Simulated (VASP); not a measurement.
## AgCl: single point with PBE-based screened hybrid

The system is AgCl.

```
Ag Cl
1.0
     3.39559    0.00000    0.00000
     0.00000    3.39559    0.00000
     0.00000    0.00000    3.39559
Ag Cl
1 1
Direct
  0.00000 0.00000 0.00000
  0.50000 0.50000 0.50000
```

| Item | Value |
| --- | --- |
| Program | VASP 6.6.1 |
| Task | single point |
| Functional | PBE-based screened hybrid |
| Potentials or basis | VASP PAW PBE potentials, release 64 (Ag, Cl) |
| Cutoff | 520 eV |
| k mesh | 4 × 4 × 4 |
| Occupations | gaussian, width 0.01 eV |
| Spin | no spin polarisation |

```
Pressure               : 1.6 GPa
Band gap on the k mesh : 1.76 eV, indirect (least direct gap 3.27 eV)
```

Levels at points of the mesh, in eV from the valence-band top:
| k point | band 6 | band 7 | band 8 | band 9 | band 10 | band 11 | band 12 | band 13 |
| --- | --- | --- | --- | --- | --- | --- | --- | --- |
| (0.00, 0.00, 0.00) | -2.44 | -1.51 | -1.51 | -1.51 | 1.76 | 10.50 | 10.50 | 15.59 |
| (0.50, 0.00, 0.00) | -2.39 | -1.90 | 0.00 | 0.00 | 6.09 | 7.10 | 10.44 | 11.35 |
| (0.50, 0.50, 0.00) | -2.74 | -2.72 | -2.06 | -0.81 | 3.92 | 10.49 | 10.49 | 11.84 |
| (0.50, 0.50, 0.50) | -2.04 | -0.35 | -0.35 | -0.35 | 5.79 | 5.79 | 5.79 | 8.62 |

Run time: 9.5 min on 1 thread of Oxide Virtual Turin-like Processor (shared host), peak memory 0.23 GiB.

Caveat: the k points lie up to 0.46 Å⁻¹ apart; the PAW data sets were made with another functional, which shifts forces and pressure a little. A k mesh can miss the band edges.
